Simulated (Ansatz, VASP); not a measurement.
## Two plane-wave programs on HfZr2S6

The input INCAR:

```
  PREC = Accurate
  ENCUT = 600
  EDIFF = 1E-7
  ISMEAR = 0
  SIGMA = 0.1
  LREAL = F
  LASPH = T
  NELM = 80
  ALGO = Normal
  ISIF = 3
  LWAVE = F
  LCHARG = F
  GGA = PE
  IBRION = 2
  NSW = 90
  EDIFFG = -0.04
```

Contents of KPOINTS:

```
Automatic mesh
0
Gamma
  3 3 3
```

The input POSCAR:

```
HfZr2S6
1.0
    3.1005330400      1.7900935900      5.8591019500
   -3.1005330400      1.7900935900      5.8591019500
    0.0000000000     -3.5801871700      5.8591019500
Zr Hf S
2 1 6
Direct
    0.8333333300      0.8333333300      0.8333333300
    0.1666666700      0.1666666700      0.1666666700
    0.5000000000      0.5000000000      0.5000000000
    0.2459699900      0.5793033200      0.9126366600
    0.9126366600      0.2459699900      0.5793033200
    0.5793033200      0.9126366600      0.2459699900
    0.4206966800      0.0873633400      0.7540300100
    0.0873633400      0.7540300100      0.4206966800
    0.7540300100      0.4206966800      0.0873633400
```

Input for Ansatz:

```yaml
crystal:
  lattice:
    - [3.10053304, 1.79009359, 5.85910195]
    - [-3.10053304, 1.79009359, 5.85910195]
    - [0.0, -3.58018717, 5.85910195]
  atoms:
    - { symbol: Zr, position: [0.83333333, 0.83333333, 0.83333333] }
    - { symbol: Zr, position: [0.16666667, 0.16666667, 0.16666667] }
    - { symbol: Hf, position: [0.5, 0.5, 0.5] }
    - { symbol: S, position: [0.24596999, 0.57930332, 0.91263666] }
    - { symbol: S, position: [0.91263666, 0.24596999, 0.57930332] }
    - { symbol: S, position: [0.57930332, 0.91263666, 0.24596999] }
    - { symbol: S, position: [0.42069668, 0.08736334, 0.75403001] }
    - { symbol: S, position: [0.08736334, 0.75403001, 0.42069668] }
    - { symbol: S, position: [0.75403001, 0.42069668, 0.08736334] }
basis:
  ecutwfc: 420
kpoints:
  mp_grid: { grid: [3, 3, 3] }
hamiltonian:
  xc: pbe
scf:
  occupations: { method: gaussian, width: 0.1 }
  lower_state_search: "off"
output:
  forces: true
  stress: true
  eigenvalues: true
relax:
  adjacent_minimum: "off"
  f_tol: 0.04
  max_steps: 70
  cell: { stress_tol: 0.4 }
```

Alike in both runs: task relaxation of cell and atoms; functional PBE; k mesh 3 × 3 × 3; occupations gaussian, width 0.1 eV; no spin polarisation.

```csv
,VASP,Ansatz
version,VASP 6.6.1,Ansatz 0.2.0
potentials or method,"VASP PAW PBE potentials, release 64 (Zr_sv, Hf_pv, S), cutoff 600 eV","scalar-relativistic, plane waves, PAW"
valence electrons in the cell,70,86
```

Ansatz gave:

| Property | Result |
| --- | --- |
| gap on the k mesh at the Fermi level, each at its own relaxed structure (eV) | 1.27 |
| relaxed volume (Å³/atom) | 25.56 |
| relaxed cell length with the largest relative difference (Å) | 7.515 |

**Question.** What did VASP give for the same quantities?

**Answer.** gap on the k mesh at the Fermi level, each at its own relaxed structure (eV): 1.26; relaxed volume (Å³/atom): 25.65; relaxed cell length with the largest relative difference (Å): 7.553.

VASP's potentials hold 70 valence electrons a cell and Ansatz's 86, so a difference there can come from the potentials and not from the codes.

Spin-orbit coupling is off throughout. Noted on VASP's run: the volume moved by over 15 % at a fixed basis, so the end points are rough.
